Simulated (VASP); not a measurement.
# CO2 in VASP: a series of runs, part 3 of 3

VASP 6.6.1.

## 5. Molecular dynamics, PBE+D3(BJ)

INCAR

```
ALGO     = Normal         # electronic algorithm
EDIFF    = 1E-5           # SCF threshold, eV
ENCUT    = 520            # plane-wave cutoff, eV
GGA      = PE             # functional
IBRION   = 0              # ionic algorithm
ISIF     = 2              # what is computed and relaxed
ISMEAR   = -1             # smearing method
ISYM     = 0            
IVDW     = 12             # dispersion correction
LANGEVIN_GAMMA= 20 20        
LASPH    = True           # aspherical terms in the spheres
LCHARG   = True           # write CHGCAR
LREAL    = Auto         
LWAVE    = False          # write WAVECAR
MDALGO   = 3            
NELM     = 100            # most SCF steps
NELMIN   = 4            
NSW      = 40             # ionic steps
POTIM    = 1.5            # step
PREC     = Accurate       # precision mode
RANDOM_SEED= 763983 0 0   
SIGMA    = 0.05           # smearing width, eV
TEBEG    = 1500.0       
TEEND    = 1500.0
```

KPOINTS

```
k-points
0
Gamma
  1 1 1
```

POSCAR

```
CO2
1.0
    8.0824800000      0.0000000000      0.0000000000
    0.0000000000      8.0824800000      0.0000000000
    0.0000000000      0.0000000000      8.0824800000
C O
8 16
Direct
    0.5931390300      0.8180429700      0.9100286900
    1.0150121300      0.4469173700      0.6082595600
    0.0286726600      0.2208136100      0.1702553900
    0.6293463000      0.1136881200      0.6054552100
    0.5469310200      0.5975346000      0.4366699500
    0.0980944000      0.8224829300      0.3912295700
    0.4146814300      0.4049607500     -0.0138466900
    0.0966538300      0.8395743600      0.8918409800
    0.6251442100      0.9296246900      0.9962404400
    0.5616583800      0.7050369700      0.8245305100
    0.9249724300      0.5073381900      0.5119755000
    1.1066123400      0.3878911200      0.7031219300
    0.1176604200      0.2297151800      0.2846533200
   -0.0597551000      0.2125610400      0.0558604800
    0.4917866400      0.0695688600      0.6120846500
    0.7679710300      0.1554505300      0.5989775800
    0.5934829600      0.7234879900      0.3805098800
    0.4989447900      0.4709263600      0.4901738400
    0.1918483000      0.7940373500      0.4985750500
    0.0042479300      0.8501315400      0.2838260800
    0.3133695600      0.4914479600      0.0446096800
    0.5169829900      0.3187860400     -0.0696477800
   -0.0207065000      0.7690282900      0.8448273900
    0.2139140200      0.9099935100      0.9387757900
```

Potentials or basis: VASP PAW PBE potentials, release 64 (C, O).

Launch:

```
> cat potpaw_PBE.64/C/POTCAR potpaw_PBE.64/O/POTCAR > POTCAR
> mpirun -np 1 vasp_gam > vasp.out
```

OUTCAR:

```text
EDIFF = 1E-5
   ENCUT = 520
   GGA = PE
   IBRION = 0
   ISIF = 2
   ISMEAR = -1
   ISYM = 0
   IVDW = 12
   LASPH = True
   LREAL = Auto
   NELM = 100
   NELMIN = 4
   NSW = 40
   POTIM = 1.5
   PREC = Accurate
   TEBEG = 1500.0
 IVDW          = 12

 ion  position               nearest neighbor table
   1  0.593  0.818  0.910-   9 1.17  10 1.17
   2  0.015  0.447  0.608-  12 1.17  11 1.17
   3  0.029  0.221  0.170-  14 1.17  13 1.17
   4  0.629  0.114  0.605-  15 1.17  16 1.17
   5  0.547  0.598  0.437-  17 1.18  18 1.18
   6  0.098  0.822  0.391-  20 1.17  19 1.17
   7  0.415  0.405  0.986-  22 1.17  21 1.18
   8  0.097  0.840  0.892-  24 1.17  23 1.17
   9  0.625  0.930  0.996-   1 1.17
  10  0.562  0.705  0.825-   1 1.17
  11  0.925  0.507  0.512-   2 1.17
  12  0.107  0.388  0.703-   2 1.17
  13  0.118  0.230  0.285-   3 1.17
  14  0.940  0.213  0.056-   3 1.17
[... 8 lines left out ...]
  23  0.979  0.769  0.845-   8 1.17
  24  0.214  0.910  0.939-   8 1.17

IMPORTANT INFORMATION: All symmetrisations will be switched off!
NOSYMM: (Re-)initialisation of all symmetry stuff for point group C_1.

----------------------------------------------------------------------------------------

                                     Primitive cell

  volume of cell :     528.0000

  direct lattice vectors                    reciprocal lattice vectors
     8.082480000  0.000000000  0.000000000     0.123724401  0.000000000  0.000000000
     0.000000000  8.082480000  0.000000000     0.000000000  0.123724401  0.000000000
     0.000000000  0.000000000  8.082480000     0.000000000  0.000000000  0.123724401

  length of vectors
     8.082480000  8.082480000  8.082480000     0.123724401  0.123724401  0.123724401

  position of ions in fractional coordinates (direct lattice)
     0.593139030  0.818042970  0.910028690
     0.015012130  0.446917370  0.608259560
     0.028672660  0.220813610  0.170255390
     0.629346300  0.113688120  0.605455210
     0.546931020  0.597534600  0.436669950
     0.098094400  0.822482930  0.391229570
[... 16 lines left out ...]
     0.979293500  0.769028290  0.844827390
     0.213914020  0.909993510  0.938775790

  ion indices of the primitive-cell ions
   primitive index   ion index
[... 95 lines left out ...]
  Thomas-Fermi vector in A             =   2.154372
   LORBIT       =      0    0 simple, 1 ext, 2 COOP (PROOUT), +10 PAW based schemes
   GGA     = PE    functional components
   LHFCALC =     F    Hartree Fock is set to
   AEXX    =    0.0000 exact exchange contribution
   IVDW    =    12    specifies the selected vdW correction
   LEPSILON=     F    determine dielectric tensor
   LRPA    =     F    only Hartree local field effects (RPA)
 molecular dynamics for ions
 non-spin polarized calculation
  energy-cutoff  :      520.00
  volume of cell :      528.00
 maximum number of plane-waves:      7074
   NGX = 31   NGY = 31   NGZ = 31

--------------------------------------- Ionic step        1  -------------------------------------------

 number of electron     128.0000001 magnetization

 Free energy of the ion-electron system (eV)
  ---------------------------------------------------
  ext. energy  EPLUGINS =         0.00000000
  ---------------------------------------------------
  free energy    TOTEN  =      -184.17976741 eV

  energy without entropy =     -184.17976741  energy(sigma->0) =     -184.17976741

------------------------ aborting loop because EDIFF is reached ----------------------------------------

 Edisp (eV)   -1.04421

 E8    (eV) :    -0.2580
[... 197 lines left out ...]
  ENERGY OF THE ELECTRON-ION-THERMOSTAT SYSTEM (eV)
  ---------------------------------------------------
% ion-electron   TOTEN  =      -184.346876  see above
  kinetic energy EKIN   =         3.845271
  kin. lattice  EKIN_LAT=         0.000000  (temperature 1239.51 K)
  nose potential ES     =         0.000000
  nose kinetic   EPS    =         0.000000
  ---------------------------------------------------
  total energy   ETOTAL =      -180.501605 eV

[... ionic steps 4 to 37 ...]

--------------------------------------- Ionic step       38  -------------------------------------------

 number of electron     127.9999994 magnetization

------------------------ aborting loop because EDIFF is reached ----------------------------------------
[... 139 lines left out ...]
--------------------------------------- Ionic step       40  -------------------------------------------

 number of electron     127.9999979 magnetization

 Free energy of the ion-electron system (eV)
  ---------------------------------------------------
  ext. energy  EPLUGINS =         0.00000000
  ---------------------------------------------------
  free energy    TOTEN  =      -181.38905113 eV

  energy without entropy =     -181.38905113  energy(sigma->0) =     -181.38905113

 E-fermi :  -3.6146     XC(G=0):  -6.1560

 val. band max:       -4.9222844822   @ k =   0.0000   0.0000   0.0000
 cond. band min:       0.1830072012   @ k =   0.0000   0.0000   0.0000
 fundamental gap:      5.1052916835
 Fermi energy:        -3.6146183059

 k-point     1 :       0.0000    0.0000    0.0000
  band No.  band energies     occupation
      1     -26.1060      2.00000
      2     -25.9361      2.00000
      3     -25.8850      2.00000
      4     -25.8620      2.00000
      5     -25.6061      2.00000
      6     -25.4886      2.00000
[... 68 lines left out ...]
     75       2.6318      0.00000
     76       2.6686      0.00000
 [bands above 76 left out]

------------------------ aborting loop because EDIFF is reached ----------------------------------------

 Edisp (eV)   -1.05703

 E8    (eV) :    -0.2628
[... 53 lines left out ...]
  ENERGY OF THE ELECTRON-ION-THERMOSTAT SYSTEM (eV)
  ---------------------------------------------------
% ion-electron   TOTEN  =      -182.446081  see above
  kinetic energy EKIN   =         3.751665
  kin. lattice  EKIN_LAT=         0.000000  (temperature 1209.33 K)
  nose potential ES     =         0.000000
  nose kinetic   EPS    =         0.000000
  ---------------------------------------------------
  total energy   ETOTAL =      -178.694416 eV
```

OSZICAR:

```text
N       E                     dE             d eps       ncg     rms          rms(c)
DAV:   1     0.134296282657E+04    0.13430E+04   -0.70703E+04   154   0.153E+03
DAV:   2    -0.554956200119E+02   -0.13985E+04   -0.13660E+04   215   0.379E+02
[... 383 lines left out ...]
DAV:   3    -0.181390141515E+03    0.20359E-02   -0.10493E-02   204   0.508E-01    0.341E-01
DAV:   4    -0.181389227882E+03    0.91363E-03   -0.51241E-03   180   0.314E-01    0.166E-01
DAV:   5    -0.181389061455E+03    0.16643E-03   -0.90177E-04   196   0.151E-01    0.714E-02
DAV:   6    -0.181389053677E+03    0.77778E-05   -0.14531E-04   180   0.576E-02    0.205E-02
DAV:   7    -0.181389051129E+03    0.25475E-05   -0.35888E-05   156   0.283E-02
     40 T=  1209. E= -.17869442E+03 F= -.18244608E+03 E0= -.18244608E+03  EK= 0.37517E+01 SP= 0.00E+00 SK= 0.00E+00
```

CONTCAR:

```text
CO2
   1.00000000000000
     8.0824800000000003    0.0000000000000000    0.0000000000000000
     0.0000000000000000    8.0824800000000003    0.0000000000000000
     0.0000000000000000    0.0000000000000000    8.0824800000000003
  C               O
     8    16
Direct
     0.4945767155767043    0.8531149826904303    0.9465196786333067
    -0.0292308169705884    0.4063421540530688    0.6106402231121492
     0.0525610530536374    0.2259034523740809    0.1526795052718572
     0.6190583665347028    0.1326128039200888    0.6076735271304373
     0.5139041661043110    0.6555546014590726    0.3827457491378856
     0.1296239854987509    0.7910854260379325    0.3756697088524218
[... 16 lines left out ...]
     0.9277853763923110    0.7945788848453942    0.8397079359936739
     0.1997345637670586    0.8946382375075601    0.8773418814440552

 -0.17773461E-01 -0.45489273E-02 -0.13497259E-01
 -0.19139675E-02 -0.90020806E-02 -0.71041699E-02
  0.35711883E-03 -0.18647466E-01 -0.16127536E-01
 -0.16380423E-01 -0.18477163E-01 -0.86187100E-02
 -0.37727535E-02  0.79508696E-02 -0.14398583E-01
 -0.91726280E-02 -0.53802205E-02  0.11403564E-01
[... 16 lines left out ...]
 -0.42670409E-02  0.13877769E-02  0.10392102E-01
 -0.91980852E-04 -0.19356247E-02 -0.61628657E-02

           1
   1.50000000000000
  0.10000000E+01  0.00000000E+00  0.00000000E+00  0.00000000E+00
  0.49127820E+00  0.85227076E+00  0.94401477E+00
  0.97041398E+00  0.40467149E+00  0.60932178E+00
  0.52627330E-01  0.22244273E+00  0.14968645E+00
  0.61601838E+00  0.12918369E+00  0.60607401E+00
  0.51320399E+00  0.65703018E+00  0.38007357E+00
  0.12792167E+00  0.79008693E+00  0.37778606E+00
[... 64 lines left out ...]
  0.00000000E+00  0.00000000E+00  0.00000000E+00
  0.00000000E+00  0.00000000E+00  0.00000000E+00
```

It took 33 min on 1 thread of Intel Xeon Platinum 8259CL at 2.50GHz (Skylake/Cascade Lake), shared host; peak memory 0.56 GiB.

What came out:

- Dispersion energy per atom: -0.044 eV

Caveat: the k points lie up to 0.78 Å⁻¹ apart.

## 6. Summary

```tsv
task	cell	pressure (GPa)	largest force (eV/Å)
single point	as given, atomic positions A	-0.2	12.10
single point	as given, atomic positions B	1.0	4.79
single point	as given, atomic positions C	0.0	9.40
molecular dynamics	as given, atomic positions D	-	-
```

Alike in all rows: level PBE+D3(BJ); potentials or basis VASP PAW PBE potentials, release 64 (C, O); no spin polarisation; k mesh 1 × 1 × 1; cutoff (eV) 520; smearing fermi-dirac 0.05 eV.

Caveats: all runs use coarse meshes; the atoms stand as in a frame of molecular dynamics (at least some runs).

Total energies depend on the potentials used, so only differences within one code and one set of settings carry meaning.
